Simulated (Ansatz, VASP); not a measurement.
# In3SbAs2: VASP beside Ansatz

```
CELL_PARAMETERS angstrom
4.48426 0.00000 0.00000
-2.24213 3.88349 0.00000
0.00000 0.00000 10.94689
ATOMIC_POSITIONS crystal
In 0.00000 0.00000 0.00063
In 0.33333 0.66667 0.67936
In 0.66667 0.33333 0.32000
Sb 0.33333 0.66667 0.41827
As 0.00000 0.00000 0.75540
As 0.66667 0.33333 0.07635
```

Alike in both runs: functional PBE; k mesh 6 × 6 × 2; occupations gaussian, width 0.1 eV; no spin polarisation.

Ansatz relaxed the structure, and its values are those at the end. VASP's run is a single point on that final structure, the one shown.

|  | VASP | Ansatz |
| --- | --- | --- |
| version | VASP 6.6.1 | Ansatz 0.2.0 |
| potentials or method | VASP PAW PBE potentials, release 64 (In_d, Sb, As), cutoff 520 eV | scalar-relativistic, plane waves, PAW |
| valence electrons in the cell | 54 | 84 |

|  | VASP | Ansatz | Ansatz less VASP |
| --- | --- | --- | --- |
| gap on the k mesh at the Fermi level (eV) | none | none | - |
| pressure (GPa) | 0.2 | 0.1 | -0.02 |
| rms of the force components (eV/Å) | 0.010 | 0.010 | +0.0005 |

A gap of «none» marks a metal or a gap that the smearing closes. VASP's potentials hold 54 valence electrons a cell and Ansatz's 84, so a difference there can come from the potentials and not from the codes.

Neither program's run includes spin-orbit coupling.
